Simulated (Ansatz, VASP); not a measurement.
# Two plane-wave programs on BiTe

```xyz
2
Lattice="0.0000 3.2359 3.2359 3.2359 0.0000 3.2359 3.2359 3.2359 0.0000" Properties=species:S:1:pos:R:3 pbc="T T T"
Bi    3.2359    3.2359    3.2359
Te    0.0000    0.0000    0.0000
```

Alike in both runs: task single point; functional revPBE; k mesh 6 × 6 × 6; occupations gaussian, width 0.05 eV; no spin polarisation.

```csv
,VASP,Ansatz
version,VASP 6.6.1,Ansatz 0.2.0
potentials or method,"VASP PAW PBE potentials, release 64 (Bi_d, Te), cutoff 520 eV","scalar-relativistic, plane waves, PAW"
valence electrons in the cell,21,31
```

Ansatz gave:

```
gap on the k mesh at the Fermi level (eV) : none
pressure (GPa)                            : 1.9
```

What did VASP give for the same quantities?

gap on the k mesh at the Fermi level (eV): none; pressure (GPa): 1.8.

VASP's potentials were made for PBE, not for revPBE. A gap of «none» marks a metal or a gap that the smearing closes. With one functional, cell and mesh, what is left measures potentials, basis and numerics. VASP's potentials hold 21 valence electrons a cell and Ansatz's 31, so a difference there can come from the potentials and not from the codes.

Neither program's run includes spin-orbit coupling.
